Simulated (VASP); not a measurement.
**Sb: electric field gradients with PBE**

The system is Sb.

```
Sb
1.0
    -1.52028    1.52028    2.43040
     1.52028   -1.52028    2.43040
     1.52028    1.52028   -2.43040
Sb
1
Direct
  0.00000 0.00000 0.00000
```

This cell differs from its parent crystal: z stretched by -2 % at fixed volume.

```yaml
Program: VASP 6.6.1
Task: electric field gradients
Functional: PBE
Potentials_or_basis: VASP PAW PBE potentials, release 64 (Sb)
Cutoff: 520 eV
k_mesh: 19 × 19 × 19
Occupations: fermi-dirac, width 0.05 eV
Spin: no spin polarisation
Dipole_correction: no
Further_INCAR_settings: ALGO = Normal; EDIFF = 1e-08; NBANDS = 8
```

- Pressure: 18.9 GPa
- Band gap on the k mesh: zero (an odd number of electrons rules out a gap without spin polarisation)
- Largest electric field gradient by atom: Sb +28.1 V/Å²

Stress tensor (GPa, compression positive):
```
18.96  0.00  0.00
 0.00 18.96  0.00
 0.00  0.00 18.88
```

Levels at points of the mesh, in eV from the Fermi level:
```tsv
k point	band 1	band 2	band 3	band 4	band 5	band 6
(0.00, 0.00, 0.00)	-14.54	6.65	6.73	6.73	10.14	10.31
```

Electric field gradients, principal values (V/Å²):
| atom | least | middle | greatest (by size) |
| --- | --- | --- | --- |
| 1 Sb | -14.059 | -14.059 | 28.119 |

It took 92 s on 1 thread of Oxide Virtual Turin-like Processor (shared host), peak memory 0.18 GiB.

Caveat: the cell stands under pressure; without QUAD_EFG the Cq values of the log hold for a quadrupole moment of 1 mb, not for the nuclei; spin-orbit coupling is left out, which moves the levels of the heavy elements; an odd number of electrons without spin polarisation forces a metal; a magnetic or distorted state may lie lower.
